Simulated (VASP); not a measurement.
## SnSe: single point with PBE+D3(BJ)

Crystal: SnSe.

```
CELL_PARAMETERS angstrom
3.35766 0.00000 0.00000
0.00000 3.35766 0.00000
0.00000 0.00000 3.35766
ATOMIC_POSITIONS crystal
Se 0.00000 0.00000 0.00000
Sn 0.50000 0.50000 0.50000
```

This cell differs from its parent crystal: volume scaled by 0.800.

```yaml
Program: VASP 6.6.1
Task: single point
Functional: PBE
Dispersion: D3(BJ)
Potentials_or_basis: VASP PAW PBE potentials, release 64 (Se, Sn_d)
Cutoff: 520 eV
k_mesh: 10 × 10 × 10
Occupations: gaussian, width 0.05 eV
Spin: no spin polarisation
Dipole_correction: no
Further_INCAR_settings: ALGO = Normal; EDIFF = 1e-06; NBANDS = 17
```

The pressure is 20.7 GPa. The band gap on the k mesh is zero (band 10 reaches 10.72 eV, above the bottom of band 11 at 7.72 eV). The dispersion energy per atom is -0.507 eV.

Levels at points of the mesh, in eV from the Fermi level:
```
           k point  band 7  band 8  band 9  band 10  band 11  band 12  band 13  band 14
(0.00, 0.00, 0.00)   -5.15   -3.02   -3.02    -3.02     3.45     3.45     7.98     7.98
(0.50, 0.00, 0.00)  -10.48   -1.18   -1.18     0.02     1.30     3.13     3.13     5.32
(0.50, 0.50, 0.00)   -7.25   -7.25   -6.80    -0.63     4.80     4.80     5.87     6.66
(0.50, 0.50, 0.50)   -4.59   -4.59   -4.59    -4.04    -2.40    -2.40    -2.40    17.01
```

Run time: 29 s on 1 thread of AMD EPYC 7R43 64-Core Processor (Zen 3), with other jobs on the host, peak memory 0.16 GiB.

Caveat: spin-orbit coupling is left out, which moves the levels of the heavy elements; pairwise dispersion overbinds metals, which lowers pressure and volume.
